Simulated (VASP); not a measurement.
Runs of VASP 6.6.1 on InBi3O. The structure is that of space group Pm-3m (No. 221), or close to it. The cells are those of the table. 

| task | cell | k mesh | cutoff (eV) | smearing | gap on the mesh (eV) | pressure (GPa) | relaxed volume (Å³/atom) |
| --- | --- | --- | --- | --- | --- | --- | --- |
| single point | a = 5.013 Å, 5 atoms | 3 × 3 × 3 | 520 | gaussian 0.2 eV | none | -0.1 | - |
| relaxation of cell and atoms | relaxed from a = 4.950 Å, 5 atoms | 3 × 3 × 3 | 600 | gaussian 0.2 eV | none | 0.0 | (a) |
| single point | a = 5.060 Å, 5 atoms | 6 × 6 × 6 | 520 | gaussian 0.1 eV | none | 0.0 | - |
| relaxation of cell and atoms | relaxed from a = 5.013 Å, 5 atoms | 6 × 6 × 6 | 600 | gaussian 0.1 eV | none | 0.0 | 25.91 |

Alike in all rows: level PBE; potentials or basis VASP PAW PBE potentials, release 64 (In_d, Bi_d, O); no spin polarisation.

Q: Estimate the missing entries.

A: (a) 25.15.

Caveats: some runs use coarse meshes; spin-orbit coupling is left out, which moves the levels of the heavy elements.

A k mesh can miss the band edges, and the runs leave out spin-orbit coupling on Bi, In.

A gap of «none» marks levels without a gap at the run's occupations.
